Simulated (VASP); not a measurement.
Wanted: the native input for a VASP 6.6.1 run.

```
Task                   : single point
Functional             : PBE
Potentials or basis    : VASP PAW PBE potentials, release 64 (K_sv)
Cutoff                 : 520 eV
k mesh                 : 14 × 14 × 14
Occupations            : gaussian, width 0.15 eV
Spin                   : no spin polarisation
Dipole correction      : no
Further INCAR settings : ALGO = Fast; EDIFF = 1e-06; NBANDS = 10
```

The structure of K lies in POSCAR:

```
K
1.0
   -2.5525500000      2.5525500000      2.6180000000
    2.5525500000     -2.5525500000      2.6180000000
    2.5525500000      2.5525500000     -2.6180000000
K
1
Direct
    0.0000000000      0.0000000000      0.0000000000
```

This cell differs from its parent crystal: strain -0.0250 x Voigt [1, 1, 0, 0, 0, 0].

These files were run (other wordings do the same):

INCAR

```
PREC = Accurate
ENCUT = 520
EDIFF = 1E-6
ISMEAR = 0
SIGMA = 0.15
LREAL = F
LASPH = T
NELM = 100
ALGO = Fast
ISIF = 2
LWAVE = F
LCHARG = T
GGA = PE
LELF = T
LVHAR = T
NBANDS = 10
```

KPOINTS

```
Automatic mesh
0
Gamma
  14 14 14
```

Potentials or basis: VASP PAW PBE potentials, release 64 (K_sv).

Run with:

```bash
$ cat potpaw_PBE.64/K_sv/POTCAR > POTCAR
$ mpirun -np 1 vasp_std > vasp.out
```

Results of the run:

* Pressure: 0.3 GPa
* Band gap on the k mesh: zero (an odd number of electrons rules out a gap without spin polarisation)

Caveat: the cell differs from its parent crystal (strain -0.0250 x Voigt [1, 1, 0, 0, 0, 0]).

It took 4.4 min on 1 thread of Intel Xeon 8259CL (shared host), peak memory 0.32 GiB.
